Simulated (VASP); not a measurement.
Set up this calculation in VASP 6.6.1, as the native input.

* Task: single point
* Functional: PBE
* Potentials or basis: VASP PAW PBE potentials, release 64 (Cd, C, F)
* Cutoff: 600 eV
* k mesh: 4 × 4 × 3, shifted
* Occupations: gaussian, width 0.066 eV
* Spin: no spin polarisation
* Hubbard terms: C p U = 6.7 eV
* Dipole correction: no
* Further INCAR settings: ALGO = Normal; EDIFF = 1e-06; NBANDS = 46

The structure of CdC4F6 lies in POSCAR:

```
CdC4F6
1.0
    5.0150940000      0.0000000000      0.0000000000
   -1.7116390000      5.5431060000      0.0000000000
   -2.1406440000     -2.3645010000      5.6294530000
Cd C F
1 4 6
Direct
    0.0000000000      0.0000000000      0.0000000000
    0.2110000000      0.1310000000      0.8091000000
    0.7890000000      0.8690000000      0.1909000000
    0.1920000000      0.3240000000      0.7372000000
    0.8080000000      0.6760000000      0.2628000000
    0.3881000000      0.0127000000      0.7443000000
    0.6119000000      0.9873000000      0.2557000000
    0.3306000000      0.4104000000      0.6170000000
    0.6694000000      0.5896000000      0.3830000000
    0.0280000000      0.4587000000      0.7829000000
    0.9720000000      0.5413000000      0.2171000000
```

These files were run (other wordings do the same):

INCAR

```
PREC = Accurate ; ENCUT = 600
EDIFF = 1E-6 ; ISMEAR = 0
SIGMA = 0.066 ; LREAL = F
LASPH = T ; NELM = 200
ALGO = Normal ; ISIF = 2
LWAVE = F ; LCHARG = F
LDAU = T ; LDAUTYPE = 2
LDAUL = -1 1 -1 ; LDAUU = 0 6.7 0
LDAUJ = 0 0 0 ; LDAUPRINT = 1
GGA = PE ; NBANDS = 46
GGA_COMPAT = F
```

KPOINTS

```
Automatic mesh
0
Gamma
  4 4 3
  0 0.5 0
```

Potentials or basis: VASP PAW PBE potentials, release 64 (Cd, C, F).

Launch:

```sh
$ cat potpaw_PBE.64/Cd/POTCAR potpaw_PBE.64/C/POTCAR potpaw_PBE.64/F/POTCAR > POTCAR
$ mpirun -np 1 vasp_std > vasp.out
```

Results of the run:

```yaml
Pressure: 11.5 GPa
Largest_force: 3.240 eV/Å
Band_gap_on_the_k_mesh: 3.47 eV (least direct gap 3.69 eV)
```

Caveat: the stress differs along the axes, from 7 to 14 GPa; a shifted mesh leaves out Γ, where band edges can lie; forces of over 1 eV/Å act on the atoms, so gaps and moduli don't describe the material at rest.

Wall time 2.5 min on 1 thread of Intel(R) Xeon(R) Platinum 8559C (Emerald Rapids), with other jobs on the host, peak memory 0.42 GiB.
